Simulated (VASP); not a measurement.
Wanted: the native input for a VASP 6.6.1 run.

| Quantity | Value |
| --- | --- |
| Task | relaxation of cell and atoms |
| Functional | BLYP |
| Dispersion | D4 |
| Potentials or basis | VASP PAW PBE potentials, release 64 (Ir) |
| Cutoff | 600 eV |
| k mesh | 12 × 12 × 12 |
| Occupations | fermi-dirac, width 0.05 eV |
| Spin | no spin polarisation |
| Dipole correction | no |
| Further INCAR settings | ALGO = Normal; EDIFF = 1e-06; IBRION = 2; EDIFFG = -0.02; NSW = 80; ISIF = 3 |

The structure of Ir lies in POSCAR:

```
Ir
1.0
    0.0000000000      1.9156000000      1.9156000000
    1.9156000000      0.0000000000      1.9156000000
    1.9156000000      1.9156000000      0.0000000000
Ir
1
Direct
    0.0000000000      0.0000000000      0.0000000000
```

One way to write it, as run:

INCAR

```
SYSTEM = Ir
PREC = Accurate
ENCUT = 600
EDIFF = 1E-6
ISMEAR = -1
SIGMA = 0.05
LREAL = .False.
LASPH = .True.
NELM = 80
ALGO = Normal
ISIF = 3
LWAVE = .False.
LCHARG = .False.
GGA = B5
ALDAX = 1.0
AGGAX = 1.0
AGGAC = 1.0
ALDAC = 0.0
IVDW = 13
VDW_S6 = 1.0
VDW_S8 = 2.34076671
VDW_A1 = 0.44488865
VDW_A2 = 4.0933009
IBRION = 2
NSW = 80
EDIFFG = -0.02
```

KPOINTS

```
regular mesh
0
Gamma
  12 12 12
  0 0 0
```

Potentials or basis: VASP PAW PBE potentials, release 64 (Ir).

The run is started by

```sh
$ cat potpaw_PBE.64/Ir/POTCAR > POTCAR
$ mpirun -np 1 vasp_std > vasp.out
```

Results of the run:

```json
{
 "Relaxed volume": "14.52 Å³/atom",
 "Relaxed cell": "a = 2.738 Å, b = 2.738 Å, c = 2.738 Å, α = 60.00°, β = 60.00°, γ = 60.00°",
 "Space group after relaxing (to 0.05 Å)": "Fm-3m (No. 225)",
 "Energy gained by relaxing": "16.6 meV/atom",
 "Ionic steps": "4",
 "Pressure after relaxing": "-0.1 GPa",
 "Dispersion energy per atom": "-1.752 eV"
}
```

Caveat: the PAW data sets were made with another functional, which shifts forces and pressure a little; pairwise dispersion overbinds metals, which lowers pressure and volume.

It took 86 s on 1 thread of AMD EPYC 7R13, with other jobs on the host, peak memory 0.13 GiB.
